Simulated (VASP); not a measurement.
A run of VASP 6.6.1 is set up as follows.

The input INCAR:

```
SYSTEM = GdZr
PREC = Accurate
ENCUT = 520
EDIFF = 1E-7
ISMEAR = -1
SIGMA = 0.05
LREAL = .False.
LASPH = .True.
NELM = 150
ALGO = Normal
ISIF = 2
LWAVE = .False.
LCHARG = .False.
ISPIN = 2
MAGMOM = 7 0
LORBIT = 11
LMAXMIX = 6
GGA = PS
NBANDS = 26
```

Contents of KPOINTS:

```
regular mesh
0
Gamma
  11 11 6
  0 0 0
```

File POSCAR:

```
GdZr
1.0
    3.3939075271      0.0000000000      0.0000000000
   -1.6969537635      2.9392101365      0.0000000000
    0.0000000000      0.0000000000      5.4461740000
Gd Zr
1 1
Direct
    0.6666666667      0.3333333333      0.5000000000
    0.3333333333      0.6666666667      0.0000000000
```

Potentials or basis: VASP PAW PBE potentials, release 64 (Gd, Zr_sv).

Run with:

```sh
$ cat potpaw_PBE.64/Gd/POTCAR potpaw_PBE.64/Zr_sv/POTCAR > POTCAR
$ mpirun -np 1 vasp_std > vasp.out
```

Task: Estimate the site moments.

Result: Gd +6.93; Zr -0.03 μB.

Task: What does it give for the pressure?

Result: -3.1 GPa.

Stress tensor (GPa, compression positive):
```
-2.95  0.00  0.00
 0.00 -2.95  0.00
 0.00  0.00 -3.48
```

Caveat: the cell stands under tension; the PAW data sets were made with another functional, which shifts forces and pressure a little. The state reached can hang on the start; a lower one may exist.
